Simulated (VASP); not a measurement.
# RbCl (Fm-3m) in VASP: single point with PBEsol

Aim: the single point of RbCl with PBEsol.

Everything below comes from runs of VASP 6.6.1. Logs are shortened: lines on timing, memory, paths and dates and some standing lists are left out, and cuts for length are marked.

## 1. The cell of the first run

Symmetry: Fm-3m, No. 225, cubic system. Conventional cell: a = 6.548 Å, b = 6.548 Å, c = 6.548 Å, α = 90.00°, β = 90.00°, γ = 90.00°. Within 4.3 Å of Rb (site symmetry m-3m) lie 6 Cl at 3.27 Å. Cl (site symmetry m-3m) has 6 Rb at 3.27 Å within 4.3 Å.

## 2. Single point, PBEsol

Input file INCAR:

```
PREC     = Accurate       # precision mode
ENCUT    = 500            # plane-wave cutoff, eV
EDIFF    = 1E-6           # SCF threshold, eV
ISMEAR   = 0              # smearing method
SIGMA    = 0.01           # smearing width, eV
LREAL    = False          # projectors in reciprocal space
LASPH    = True           # aspherical terms in the spheres
NELM     = 120            # most SCF steps
ALGO     = Normal         # electronic algorithm
ISIF     = 2              # what is computed and relaxed
LWAVE    = False          # write WAVECAR
LCHARG   = False          # write CHGCAR
GGA      = PS             # functional
NBANDS   = 15             # bands
GGA_COMPAT= False
```

Input file KPOINTS:

```
Automatic mesh
0
Gamma
  4 4 4
```

Input file POSCAR:

```
RbCl
1.0
    0.0000000000      3.2740000000      3.2740000000
    3.2740000000      0.0000000000      3.2740000000
    3.2740000000      3.2740000000      0.0000000000
Rb Cl
1 1
Direct
    0.0000000000      0.0000000000      0.0000000000
    0.5000000000      0.5000000000      0.5000000000
```

Potentials or basis: VASP PAW PBE potentials, release 64 (Rb_sv, Cl).

Run with:

```console
$ cat potpaw_PBE.64/Rb_sv/POTCAR potpaw_PBE.64/Cl/POTCAR > POTCAR
$ mpirun -np 1 vasp_std > vasp.out
```

OUTCAR:

```text
PREC = Accurate
   ENCUT = 500
   EDIFF = 1E-6
   ISMEAR = 0
   LREAL = False
   LASPH = True
   NELM = 120
   ISIF = 2
   GGA = PS

 ion  position               nearest neighbor table
   1  0.000  0.000  0.000-   2 3.27   2 3.27   2 3.27   2 3.27   2 3.27   2 3.27
   2  0.500  0.500  0.500-   1 3.27   1 3.27   1 3.27   1 3.27   1 3.27   1 3.27

  LATTYP: Found a face centered cubic cell.
 ALAT       =     6.5480000000

  Lattice vectors:

 A1 = (   0.0000000000,   3.2740000000,   3.2740000000)
 A2 = (   3.2740000000,   0.0000000000,   3.2740000000)
 A3 = (   3.2740000000,   3.2740000000,   0.0000000000)

Analysis of symmetry for initial positions (statically):
=====================================================================
 Subroutine PRICEL returns:
 Original cell was already a primitive cell.

 Routine SETGRP: Setting up the symmetry group for a
 face centered cubic supercell.

 Subroutine GETGRP returns: Found 48 space group operations
 (whereof 48 operations were pure point group operations)
 out of a pool of 48 trial point group operations.

The static configuration has the point symmetry O_h .

Analysis of symmetry for dynamics (positions and initial velocities):
=====================================================================
 Subroutine PRICEL returns:
 Original cell was already a primitive cell.

 Routine SETGRP: Setting up the symmetry group for a
 face centered cubic supercell.

 Subroutine GETGRP returns: Found 48 space group operations
 (whereof 48 operations were pure point group operations)
 out of a pool of 48 trial point group operations.

The dynamic configuration has the point symmetry O_h .

 Subroutine INISYM returns: Found 48 space group operations
 (whereof 48 operations are pure point group operations),
 and found     1 'primitive' translations

----------------------------------------------------------------------------------------

                                     Primitive cell

  volume of cell :      70.1885

  direct lattice vectors                    reciprocal lattice vectors
     0.000000000  3.274000000  3.274000000    -0.152718387  0.152718387  0.152718387
     3.274000000  0.000000000  3.274000000     0.152718387 -0.152718387  0.152718387
     3.274000000  3.274000000  0.000000000     0.152718387  0.152718387 -0.152718387

  length of vectors
     4.630135203  4.630135203  4.630135203     0.264516006  0.264516006  0.264516006

  position of ions in fractional coordinates (direct lattice)
     0.000000000  0.000000000  0.000000000
     0.500000000  0.500000000  0.500000000

  ion indices of the primitive-cell ions
[... 71 lines left out ...]
   EMIN   =  10.00;   EMAX   =-10.00  energy-range for DOS
   EFERMI =   0.00;   METHOD = LEGACY
   ISMEAR =     0;   SIGMA  =   0.01  broadening in eV -4-tet -1-fermi 0-gaus
   EFERMI_NEDOS =   21; number of points for ismear=-14 and -15
   IALGO  =     38    algorithm
   IMIX   =      4    mixing-type and parameters
     AMIX     =   0.40;   BMIX     =  1.00
     AMIX_MAG =   1.60;   BMIX_MAG =  1.00
  volume/ion in A,a.u.               =      35.09       236.83
  Fermi-wavevector in a.u.,A,eV,Ry     =   1.000060  1.889840 13.607465  1.000120
  Thomas-Fermi vector in A             =   2.132392
   LORBIT       =      0    0 simple, 1 ext, 2 COOP (PROOUT), +10 PAW based schemes
   GGA     = PS    functional components
   LHFCALC =     F    Hartree Fock is set to
   AEXX    =    0.0000 exact exchange contribution
   IVDW    =     0    specifies the selected vdW correction
   LEPSILON=     F    determine dielectric tensor
   LRPA    =     F    only Hartree local field effects (RPA)
 non-spin polarized calculation
 Gauss-broadening in eV      SIGMA  =   0.01
  energy-cutoff  :      500.00
  volume of cell :       70.19
 maximum number of plane-waves:      1812
 NGX is ok and might be reduce to    36
   NGX = 17   NGY = 17   NGZ = 17

 number of electron      16.0000001 magnetization

 Free energy of the ion-electron system (eV)
  ---------------------------------------------------
  ext. energy  EPLUGINS =         0.00000000
  ---------------------------------------------------
  free energy    TOTEN  =        -6.89440843 eV

  energy without entropy =       -6.89440843  energy(sigma->0) =       -6.89440843

 E-fermi :  -1.8395     XC(G=0):  -7.5902

 val. band max:       -1.8937682200   @ k =   0.0000   0.0000   0.0000
 cond. band min:       2.9934043792   @ k =   0.0000   0.0000   0.0000
 fundamental gap:      4.8871725992
 Fermi energy:        -1.8395003583

 k-point     1 :       0.0000    0.0000    0.0000
  band No.  band energies     occupation
      1     -25.7353      2.00000
      2     -13.8766      2.00000
      3      -9.7952      2.00000
      4      -9.7952      2.00000
      5      -9.7952      2.00000
      6      -1.8938      2.00000
      7      -1.8938      2.00000
      8      -1.8938      2.00000
      9       2.9934      0.00000
     10       6.0189      0.00000
     11       6.0189      0.00000
     12       6.0189      0.00000
     13       7.0098      0.00000
     14       7.0098      0.00000
[... 113 lines left out ...]
      2     -13.8613      2.00000
      3      -9.9913      2.00000
      4      -9.9913      2.00000
      5      -9.7811      2.00000
      6      -2.3630      2.00000
      7      -2.1395      2.00000
      8      -2.1395      2.00000
      9       5.6816      0.00000
     10       5.6816      0.00000
     11       7.4243      0.00000
     12       7.4328      0.00000
     13       9.6632      0.00000
     14       9.9333      0.00000
     15      10.3925      0.00000

------------------------ aborting loop because EDIFF is reached ----------------------------------------

  FORCE on cell =-STRESS in cart. coord.  units (eV):
  Direction    XX          YY          ZZ          XY          YZ          ZX
  --------------------------------------------------------------------------------------
  -------------------------------------------------------------------------------------
  Total       -0.0098691     -0.0098691     -0.0098691      0.0000000      0.0000000      0.0000000
  in kB       -0.2252803     -0.2252803     -0.2252803      0.0000000      0.0000000      0.0000000
  external PRESSURE =      -0.2252803 kB  Pullay stress =       0.0000000 kB

 VOLUME and BASIS-vectors are now :
 -----------------------------------------------------------------------------
  energy-cutoff  :      500.00
  volume of cell :       70.19
      direct lattice vectors                 reciprocal lattice vectors
     0.000000000  3.274000000  3.274000000    -0.152718387  0.152718387  0.152718387
     3.274000000  0.000000000  3.274000000     0.152718387 -0.152718387  0.152718387
     3.274000000  3.274000000  0.000000000     0.152718387  0.152718387 -0.152718387

 POSITION                                       TOTAL-FORCE (eV/Angst)
 -----------------------------------------------------------------------------------
      0.00000      0.00000      0.00000         0.000000      0.000000      0.000000
      3.27400      3.27400      3.27400        -0.000000     -0.000000     -0.000000
 -----------------------------------------------------------------------------------
    total drift:                                0.000000      0.000000      0.000000

  FREE ENERGIE OF THE ION-ELECTRON SYSTEM (eV)
  ---------------------------------------------------
  free  energy   TOTEN  =        -6.8944084310 eV

  energy  without entropy=       -6.8944084310  energy(sigma->0) =       -6.89440843
```

stdout:

```text
POSCAR found type information on POSCAR RbCl
 POSCAR found :  2 types and       2 ions
 scaLAPACK will be used
 -----------------------------------------------------------------------------
|                                                                             |
|                                                                             |
|     You enforced a specific xc type in the INCAR file but a different       |
|     I HOPE YOU KNOW WHAT YOU ARE DOING!                                     |
|                                                                             |
 -----------------------------------------------------------------------------

 LDA part: xc-table for (Slater+PW92), standard interpolation
 POSCAR, INCAR and KPOINTS ok, starting setup
 FFT: planning ... GRIDC
 FFT: planning ... GRID_SOFT
 FFT: planning ... GRID
 WAVECAR not read
 entering main loop
```

Run time: 12 s. Hardware: 1 thread of Intel Xeon Platinum 8375C at 2.90GHz (Ice Lake), shared host; peak memory 0.19 GiB.

What came out:

```
Free energy            : -6.8944 eV
Pressure               : 0.0 GPa
Band gap on the k mesh : 4.89 eV, direct
```

Caveat: the PAW data sets were made with another functional, which shifts forces and pressure a little. A hybrid or GW would open this gap; PBEsol tends to underestimate it.
